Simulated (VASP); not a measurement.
# MgO (P6_3/mmc) in VASP: further runs

MgO is run at these levels: PBE, r2SCAN; tasks: single point.

All numbers are computed with VASP 6.6.1; they aren't measurements. Logs are shortened: lines on timing, memory, paths and dates and some standing lists are left out, and cuts for length are marked.

### 1 The cell of the first run

The structure is hexagonal, space group P6_3/mmc (No. 194). Conventional cell: a = 2.898 Å, b = 2.898 Å, c = 5.051 Å, α = 90.00°, β = 90.00°, γ = 120.00°. Within 2.9 Å of Mg (site symmetry -3m) lie 6 O at 2.10 Å and 8 Mg at 2.53 to 2.90 Å. O (site symmetry -6m2) has 6 Mg at 2.10 Å and 6 O at 2.90 Å within 2.9 Å.

### 2 Single point, PBE (9.18 Å³/atom)

Contents of INCAR:

```
  PREC = Accurate
  ENCUT = 840
  EDIFF = 1E-6
  ISMEAR = 0
  SIGMA = 0.01
  LREAL = F
  LASPH = T
  NELM = 120
  ALGO = Normal
  ISIF = 2
  LWAVE = F
  LCHARG = F
  GGA = PE
  NBANDS = 24
  GGA_COMPAT = F
```

Contents of KPOINTS:

```
regular mesh
0
Gamma
  9 9 4
```

Contents of POSCAR:

```
MgO
1.0
    2.8976817450      0.0000000000      0.0000000000
   -1.4488408725      2.5094660032      0.0000000000
    0.0000000000      0.0000000000      5.0514305709
Mg O
2 2
Direct
    0.0000000000      0.0000000000      0.0000000000
    0.0000000000      0.0000000000      0.5000000000
    0.3333333333      0.6666666667      0.2500000000
    0.6666666667      0.3333333333      0.7500000000
```

Potentials or basis: VASP PAW PBE potentials, release 64 (Mg_sv, O).

Run with:

```sh
cat potpaw_PBE.64/Mg_sv/POTCAR potpaw_PBE.64/O/POTCAR > POTCAR
mpirun -np 1 vasp_std > vasp.out
```

OUTCAR:

```text
PREC = Accurate
   ENCUT = 840
   EDIFF = 1E-6
   ISMEAR = 0
   LREAL = F
   LASPH = T
   NELM = 120
   ISIF = 2
   GGA = PE

 ion  position               nearest neighbor table
   1  0.000  0.000  0.000-   3 2.10   4 2.10   3 2.10   4 2.10   4 2.10   3 2.10
   2  0.000  0.000  0.500-   3 2.10   4 2.10   3 2.10   4 2.10   4 2.10   3 2.10
   3  0.333  0.667  0.250-   1 2.10   2 2.10   1 2.10   2 2.10   1 2.10   2 2.10
   4  0.667  0.333  0.750-   1 2.10   2 2.10   1 2.10   2 2.10   1 2.10   2 2.10

  LATTYP: Found a hexagonal cell.
 ALAT       =     2.8976817450
 C/A-ratio  =     1.7432661746

  Lattice vectors:

 A1 = (   2.8976817450,   0.0000000000,   0.0000000000)
 A2 = (  -1.4488408725,   2.5094660032,   0.0000000000)
 A3 = (   0.0000000000,   0.0000000000,   5.0514305709)

Analysis of symmetry for initial positions (statically):
=====================================================================
 Subroutine PRICEL returns:
 Original cell was already a primitive cell.

 Routine SETGRP: Setting up the symmetry group for a
 hexagonal supercell.

 Subroutine GETGRP returns: Found 24 space group operations
 (whereof 12 operations were pure point group operations)
 out of a pool of 24 trial point group operations.

The static configuration has the point symmetry D_3d.
 The point group associated with its full space group is D_6h.

Analysis of symmetry for dynamics (positions and initial velocities):
=====================================================================
 Subroutine PRICEL returns:
 Original cell was already a primitive cell.

 Routine SETGRP: Setting up the symmetry group for a
 hexagonal supercell.

 Subroutine GETGRP returns: Found 24 space group operations
 (whereof 12 operations were pure point group operations)
 out of a pool of 24 trial point group operations.

The dynamic configuration has the point symmetry D_3d.
 The point group associated with its full space group is D_6h.

 Subroutine INISYM returns: Found 24 space group operations
 (whereof 12 operations are pure point group operations),
 and found     1 'primitive' translations

----------------------------------------------------------------------------------------

                                     Primitive cell

  volume of cell :      36.7322

  direct lattice vectors                    reciprocal lattice vectors
     2.897681745  0.000000000  0.000000000     0.345103461  0.199245576  0.000000000
    -1.448840872  2.509466003  0.000000000     0.000000000  0.398491153  0.000000000
     0.000000000  0.000000000  5.051430571     0.000000000  0.000000000  0.197963723

  length of vectors
     2.897681745  2.897681745  5.051430571     0.398491153  0.398491153  0.197963723

  position of ions in fractional coordinates (direct lattice)
     0.000000000  0.000000000  0.000000000
     0.000000000  0.000000000  0.500000000
     0.333333333  0.666666667  0.250000000
     0.666666667  0.333333333  0.750000000

  ion indices of the primitive-cell ions
   primitive index   ion index
                 1           1
                 2           2
                 3           3
                 4           4

----------------------------------------------------------------------------------------

 KPOINTS: regular mesh

Automatic generation of k-mesh.
 Grid dimensions read from file:
 generate k-points for:    9    9    4

 Generating k-lattice:

  Cartesian coordinates                     Fractional coordinates (reciprocal lattice)
     0.038344829  0.022138397  0.000000000     0.111111111  0.000000000  0.000000000
     0.000000000  0.044276795  0.000000000     0.000000000  0.111111111  0.000000000
     0.000000000  0.000000000  0.049490931     0.000000000  0.000000000  0.250000000

  Length of vectors
     0.044276795  0.044276795  0.049490931

  Shift w.r.t. Gamma in fractional coordinates (k-lattice)
     0.000000000  0.000000000  0.000000000

 Subroutine IBZKPT returns following result:
 ===========================================

 Found     36 irreducible k-points:

 Following reciprocal coordinates:
            Coordinates               Weight
  0.000000  0.000000  0.000000      1.000000
  0.111111  0.000000  0.000000      6.000000
  0.222222  0.000000  0.000000      6.000000
  0.333333 -0.000000  0.000000      6.000000
  0.444444  0.000000  0.000000      6.000000
  0.111111  0.111111  0.000000      6.000000
[... 16 lines left out ...]
  0.333333  0.222222  0.250000     24.000000
  0.333333  0.333333  0.250000      4.000000
 [... further k-points ...]
   k-points           NKPTS =     36   k-points in BZ     NKDIM =     36   number of bands    NBANDS=     24
   number of dos      NEDOS =    301   number of ions     NIONS =      4
   total plane-waves  NPLWV =  37632
   dimension x,y,z NGX =    28 NGY =   28 NGZ =   48
   dimension x,y,z NGXF=    56 NGYF=   56 NGZF=   96
   ions per type =               2   2
   NGX,Y,Z   is equivalent  to a cutoff of  16.06, 16.06, 15.80 a.u.
   NGXF,Y,Z  is equivalent  to a cutoff of  32.13, 32.13, 31.59 a.u.
 SYSTEM =  unknown system
   PREC   = accura    normal or accurate (medium, high low for compatibility)
   ISTART =      0    job   : 0-new  1-cont  2-samecut
   ICHARG =      2    charge: 1-file 2-atom 10-const
   ISPIN  =      1    spin polarized calculation?
   LNONCOLLINEAR =      F non collinear calculations
   LSORBIT =      F    spin-orbit coupling
   LASPH  =      T    aspherical Exc in radial PAW
   ENCUT  =  840.0 eV  61.74 Ry    7.86 a.u.   6.85  6.85 11.94*2*pi/ulx,y,z
   NELM   =    120;   NELMIN=  2; NELMDL= -5     # of ELM steps
   EDIFF  = 0.1E-05   stopping-criterion for ELM
   LREAL  =      F    real-space projection
   EDIFFG = 0.1E-04   stopping-criterion for IOM
   NSW    =      0    number of steps for IOM
   IBRION =     -1    ionic relax: 0-MD 1-quasi-New 2-CG
   NFREE  =      0    steps in history (QN), initial steepest desc. (CG)
   ISIF   =      2    stress and relaxation
   ISYM   =      2    0-nonsym 1-usesym 2-fastsym
   POTIM  = 0.5000    time-step for ionic-motion
   TEBEG  =    0.0;   TEEND  =   0.0 temperature during run
   PSTRESS=    0.0 pullay stress
   NELECT =      32.0000    total number of electrons
   NUPDOWN=      -1.0000    fix difference up-down
   EMIN   =  10.00;   EMAX   =-10.00  energy-range for DOS
   EFERMI =   0.00;   METHOD = LEGACY
   ISMEAR =     0;   SIGMA  =   0.01  broadening in eV -4-tet -1-fermi 0-gaus
   EFERMI_NEDOS =   21; number of points for ismear=-14 and -15
   IALGO  =     38    algorithm
   IMIX   =      4    mixing-type and parameters
     AMIX     =   0.40;   BMIX     =  1.00
     AMIX_MAG =   1.60;   BMIX_MAG =  1.00
  volume/ion in A,a.u.               =       9.18        61.97
  Fermi-wavevector in a.u.,A,eV,Ry     =   1.563541  2.954665 33.261638  2.444661
  Thomas-Fermi vector in A             =   2.666297
   LORBIT       =      0    0 simple, 1 ext, 2 COOP (PROOUT), +10 PAW based schemes
   GGA     = PE    functional components
   LHFCALC =     F    Hartree Fock is set to
   AEXX    =    0.0000 exact exchange contribution
   IVDW    =     0    specifies the selected vdW correction
   LEPSILON=     F    determine dielectric tensor
   LRPA    =     F    only Hartree local field effects (RPA)
 non-spin polarized calculation
 Gauss-broadening in eV      SIGMA  =   0.01
  energy-cutoff  :      840.00
  volume of cell :       36.73
 maximum number of plane-waves:      2050
 NGX is ok and might be reduce to    28
   NGX = 13   NGY = 13   NGZ = 23

 number of electron      32.0000011 magnetization

 Free energy of the ion-electron system (eV)
  ---------------------------------------------------
  ext. energy  EPLUGINS =         0.00000000
  ---------------------------------------------------
  free energy    TOTEN  =       -23.09559585 eV

  energy without entropy =      -23.09559585  energy(sigma->0) =      -23.09559585

 E-fermi :   3.3836     XC(G=0): -11.4631

 val. band max:        3.2192362513   @ k =   0.0000   0.0000   0.0000
 cond. band min:       7.9263141650   @ k =   0.0000   0.0000   0.0000
 fundamental gap:      4.7070779137
 Fermi energy:         3.3835625315

 k-point     1 :       0.0000    0.0000    0.0000
  band No.  band energies     occupation
      1     -69.3603      2.00000
      2     -69.3375      2.00000
      3     -36.2445      2.00000
      4     -36.0756      2.00000
      5     -36.0756      2.00000
      6     -36.0549      2.00000
[... 16 lines left out ...]
     23      20.8188      0.00000
     24      20.8188      0.00000

 k-point     2 :       0.1111    0.0000    0.0000
  band No.  band energies     occupation
      1     -69.3591      2.00000
      2     -69.3366      2.00000
      3     -36.2417      2.00000
      4     -36.0861      2.00000
      5     -36.0779      2.00000
      6     -36.0637      2.00000
[... 16 lines left out ...]
     23      20.7201      0.00000
     24      20.7480      0.00000

 k-point     3 :       0.2222    0.0000    0.0000
  band No.  band energies     occupation
      1     -69.3567      2.00000
      2     -69.3344      2.00000
      3     -36.2346      2.00000
      4     -36.1127      2.00000
      5     -36.0861      2.00000
      6     -36.0838      2.00000
[... 16 lines left out ...]
     23      20.6619      0.00000
     24      21.2680      0.00000

 k-point     4 :       0.3333   -0.0000    0.0000
  band No.  band energies     occupation
      1     -69.3539      2.00000
      2     -69.3315      2.00000
      3     -36.2265      2.00000
      4     -36.1426      2.00000
      5     -36.1113      2.00000
      6     -36.0905      2.00000
[... 16 lines left out ...]
     23      20.0585      0.00000
     24      22.2169      0.00000

 k-point     5 :       0.4444    0.0000    0.0000
  band No.  band energies     occupation
      1     -69.3519      2.00000
      2     -69.3298      2.00000
      3     -36.2213      2.00000
      4     -36.1619      2.00000
      5     -36.1278      2.00000
      6     -36.0948      2.00000
[... 451 lines left out ...]
 k-point    22 :       0.2222    0.2222    0.2500
  band No.  band energies     occupation
      1     -69.3493      2.00000
      2     -69.3337      2.00000
      3     -36.1948      2.00000
      4     -36.1394      2.00000
      5     -36.1172      2.00000
      6     -36.1015      2.00000
[... 16 lines left out ...]
     23      18.0721      0.00000
     24      21.5336      0.00000

 k-point    23 :       0.3333    0.2222    0.2500
  band No.  band energies     occupation
      1     -69.3480      2.00000
      2     -69.3322      2.00000
      3     -36.1910      2.00000
      4     -36.1458      2.00000
      5     -36.1230      2.00000
      6     -36.1129      2.00000
[... 16 lines left out ...]
     23      17.8791      0.00000
     24      21.7702      0.00000

 k-point    24 :       0.3333    0.3333    0.2500
  band No.  band energies     occupation
      1     -69.3476      2.00000
      2     -69.3317      2.00000
      3     -36.1896      2.00000
      4     -36.1326      2.00000
      5     -36.1326      2.00000
      6     -36.1112      2.00000
[... 16 lines left out ...]
     23      17.8892      0.00000
     24      22.0777      0.00000

 [... further k-points ...]
[... 5 lines left out ...]
  --------------------------------------------------------------------------------------
  -------------------------------------------------------------------------------------
  Total        2.2707056      2.2707056      2.5104070      0.0000000      0.0000000      0.0000000
  in kB       99.0432833     99.0432833    109.4985385      0.0000000      0.0000000      0.0000000
  external PRESSURE =     102.5283684 kB  Pullay stress =       0.0000000 kB

 VOLUME and BASIS-vectors are now :
 -----------------------------------------------------------------------------
  energy-cutoff  :      840.00
  volume of cell :       36.73
      direct lattice vectors                 reciprocal lattice vectors
     2.897681745  0.000000000  0.000000000     0.345103461  0.199245576  0.000000000
    -1.448840872  2.509466003  0.000000000     0.000000000  0.398491153  0.000000000
     0.000000000  0.000000000  5.051430571     0.000000000  0.000000000  0.197963723

 POSITION                                       TOTAL-FORCE (eV/Angst)
 -----------------------------------------------------------------------------------
      0.00000      0.00000      0.00000         0.000000      0.000000      0.000000
      0.00000      0.00000      2.52572         0.000000      0.000000      0.000000
     -0.00000      1.67298      1.26286         0.000000     -0.000000      0.000000
      1.44884      0.83649      3.78857        -0.000000      0.000000     -0.000000
 -----------------------------------------------------------------------------------
    total drift:                                0.000000     -0.000000      0.000000

  FREE ENERGIE OF THE ION-ELECTRON SYSTEM (eV)
  ---------------------------------------------------
  free  energy   TOTEN  =       -23.0955958512 eV

  energy  without entropy=      -23.0955958512  energy(sigma->0) =      -23.09559585
```

Wall time 33 s (1 thread of Intel Xeon 6975P-C (Granite Rapids), shared host); peak memory 0.21 GiB.

What came out:

| Item | Value |
| --- | --- |
| Free energy | -23.0956 eV |
| Pressure | 10.3 GPa |
| Band gap on the k mesh | 4.71 eV |

Levels at points of the mesh, in eV from the valence-band top:
| k point | band 14 | band 15 | band 16 | band 17 | band 18 | band 19 |
| --- | --- | --- | --- | --- | --- | --- |
| (0.00, 0.00, 0.00) | -0.52 | 0.00 | 0.00 | 4.71 | 8.32 | 12.05 |
| (0.00, 0.00, 0.50) | -0.28 | -0.28 | -0.28 | 7.15 | 7.15 | 12.11 |

Caveat: the cell stands under pressure.

### 3 Single point, r2SCAN (9.98 Å³/atom)

This run uses another cell than the first one, of 9.98 Å³/atom.

Contents of POSCAR:

```
MgO
1.0
    2.9803846610      0.0000000000      0.0000000000
   -1.4901923305      2.5810888295      0.0000000000
    0.0000000000      0.0000000000      5.1919721355
Mg O
2 2
Direct
    0.0000000000      0.0000000000      0.0000000000
    0.0000000000      0.0000000000      0.5000000000
    0.3333333333      0.6666666667      0.2500000000
    0.6666666667      0.3333333333      0.7500000000
```

Contents of INCAR.step1:

```
SYSTEM = MgO
PREC = Accurate
ENCUT = 920
ISMEAR = 0
SIGMA = 0.01
LREAL = .False.
LASPH = .True.
NELM = 120
NBANDS = 24
GGA = PE
ALGO = Normal
EDIFF = 1E-5
LWAVE = .True.
LCHARG = .False.
GGA_COMPAT = .False.
```

Contents of INCAR.step2:

```
SYSTEM = MgO
PREC = Accurate
ENCUT = 920
EDIFF = 1E-6
ISMEAR = 0
SIGMA = 0.01
LREAL = .False.
LASPH = .True.
NELM = 120
ALGO = Normal
ISIF = 2
LWAVE = .False.
LCHARG = .False.
METAGGA = R2SCAN
LMIXTAU = .True.
NBANDS = 24
ISTART = 1
GGA_COMPAT = .False.
```

Contents of KPOINTS:

```
regular mesh
0
Gamma
  9 9 4
  0 0 0
```

Potentials or basis: VASP PAW PBE potentials, release 64 (Mg_sv, O).

Run with:

```sh
cat potpaw_PBE.64/Mg_sv/POTCAR potpaw_PBE.64/O/POTCAR > POTCAR
cp INCAR.step1 INCAR
mpirun -np 1 vasp_std > vasp.out
cp INCAR.step2 INCAR
mpirun -np 1 vasp_std > vasp.out
```

It took 7.5 min on 1 thread of Intel Xeon Platinum 8175M at 2.50GHz (Skylake/Cascade Lake), shared host; peak memory 0.25 GiB.

It converged, with:

```yaml
Free_energy: -31.6211 eV
Pressure: -8.0 GPa
Band_gap_on_the_k_mesh: 4.80 eV
```

Stress tensor (GPa, compression positive):
```
-7.68  0.00  0.00
 0.00 -7.68  0.00
 0.00  0.00 -8.58
```

Levels at points of the mesh, in eV from the valence-band top:
```
           k point  band 12  band 13  band 14  band 15  band 16  band 17  band 18  band 19  band 20  band 21
(0.00, 0.00, 0.00)    -0.49    -0.49    -0.49     0.00     0.00     4.80     8.65    12.27    13.77    17.73
(0.00, 0.00, 0.50)    -2.93    -0.25    -0.25    -0.25    -0.25     7.27     7.27    12.59    12.59    17.28
```

Caveat: the cell stands under tension; the PAW data sets were made with another functional, which shifts forces and pressure a little.
